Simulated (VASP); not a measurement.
Set up this calculation in VASP 6.6.1, as the native input.

```
Task                   : single point
Functional             : PBE
Potentials or basis    : VASP PAW PBE potentials, release 64 (Re, Bi_d)
Cutoff                 : 520 eV
k mesh                 : 11 × 11 × 11
Occupations            : fermi-dirac, width 0.1 eV
Spin                   : no spin polarisation
Dipole correction      : no
Further INCAR settings : ALGO = Normal; EDIFF = 1e-06; NBANDS = 18
```

The structure of ReBi (zincblende type) lies in POSCAR:

```
ReBi
1.0
    0.0000000000      2.8653549392      2.8653549392
    2.8653549392      0.0000000000      2.8653549392
    2.8653549392      2.8653549392      0.0000000000
Re Bi
1 1
Direct
    0.0000000000      0.0000000000      0.0000000000
    0.2500000000      0.2500000000      0.2500000000
```

These files were run (other wordings do the same):

INCAR

```
SYSTEM = ReBi
PREC = Accurate
ENCUT = 520
EDIFF = 1E-6
ISMEAR = -1
SIGMA = 0.1
LREAL = .FALSE.
LASPH = .TRUE.
NELM = 80
ALGO = Normal
ISIF = 2
LWAVE = .FALSE.
LCHARG = .TRUE.
GGA = PE
LELF = .TRUE.
LVHAR = .TRUE.
NBANDS = 18
```

KPOINTS

```
Automatic mesh
0
G
  11 11 11
  0 0 0
```

Potentials or basis: VASP PAW PBE potentials, release 64 (Re, Bi_d).

Command:

```sh
$ cat potpaw_PBE.64/Re/POTCAR potpaw_PBE.64/Bi_d/POTCAR > POTCAR
$ mpirun -np 1 vasp_std > vasp.out
```

Results of the run:

```yaml
Pressure: 36.0 GPa
```

Caveat: the cell stands under pressure.

It took 60 s on 1 thread of Intel(R) Xeon(R) Platinum 8488C (Sapphire Rapids), on a shared host, peak memory 0.19 GiB.
